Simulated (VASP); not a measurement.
Set up this calculation in VASP 6.6.1, as the native input.

| Item | Value |
| --- | --- |
| Task | single point |
| Functional | PBE |
| Dispersion | D3(BJ) |
| Potentials or basis | VASP PAW PBE potentials, release 64 (Mo_sv, S) |
| Cutoff | 520 eV |
| k mesh | 10 × 10 × 2 |
| Occupations | fermi-dirac, width 0.05 eV |
| Spin | no spin polarisation |
| Dipole correction | no |
| Further INCAR settings | ALGO = Normal; EDIFF = 1e-07; NBANDS = 35 |

The structure of MoS2 lies in POSCAR:

```
MoS2
1.0
    3.2056317491      0.0000000000      0.0000000000
   -1.6028158746      2.7761585299      0.0000000000
    0.0000000000      0.0000000000     21.8140523775
Mo S
2 4
Direct
    0.3333333333      0.6666666667      0.8511602300
    0.6666666667      0.3333333333      0.1488397700
    0.6666666667      0.3333333333      0.7796253900
    0.3333333333      0.6666666667      0.0772510000
    0.6666666667      0.3333333333      0.9227490000
    0.3333333333      0.6666666667      0.2203746100
```

One way to write it, as run:

INCAR

```
SYSTEM = MoS2
PREC = Accurate
ENCUT = 520
EDIFF = 1E-7
ISMEAR = -1
SIGMA = 0.05
LREAL = .FALSE.
LASPH = .TRUE.
NELM = 80
ALGO = Normal
ISIF = 2
LWAVE = .FALSE.
LCHARG = .TRUE.
GGA = PE
IVDW = 12
LELF = .TRUE.
LVHAR = .TRUE.
NBANDS = 35
```

KPOINTS

```
regular mesh
0
G
  10 10 2
  0 0 0
```

Potentials or basis: VASP PAW PBE potentials, release 64 (Mo_sv, S).

Launch:

```console
$ cat potpaw_PBE.64/Mo_sv/POTCAR potpaw_PBE.64/S/POTCAR > POTCAR
$ mpirun -np 1 vasp_std > vasp.out
```

Results of the run:

```yaml
Largest_force: 0.208 eV/Å
Band_gap_on_the_k_mesh: 1.37 eV, indirect (least direct gap 1.84 eV)
Dispersion_energy_per_atom: -0.350 eV
```

It took 4.5 min on 1 thread of Intel Xeon 6975P-C, on a shared host, peak memory 0.39 GiB.
